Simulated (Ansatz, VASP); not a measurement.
**RbBr: VASP beside Ansatz**

```
CELL_PARAMETERS angstrom
4.12608 0.00000 0.00000
0.00000 4.12608 0.00000
0.00000 0.00000 4.12608
ATOMIC_POSITIONS crystal
Rb 0.00000 0.00000 0.00000
Br 0.50000 0.50000 0.50000
```

Alike in both runs: task relaxation of cell and atoms; functional PBEsol; k mesh 7 × 7 × 7; occupations fermi-dirac, width 0.05 eV; no spin polarisation.

```csv
,VASP,Ansatz
version,VASP 6.6.1,Ansatz 0.2.0
potentials or method,"VASP PAW PBE potentials, release 64 (Rb_sv, Br), cutoff 600 eV","all-electron LAPW, scalar-relativistic"
```

|  | VASP | Ansatz | Ansatz less VASP |
| --- | --- | --- | --- |
| relaxed volume (Å³/atom) | 33.82 | 33.71 | -0.105 |
| relaxed length of the cell vector where the two differ most in proportion (Å) | 4.074 | 4.070 | -0.0042 |

VASP's potentials were made for PBE, not for PBEsol. Ansatz ran all-electron here, and VASP with PAW potentials.
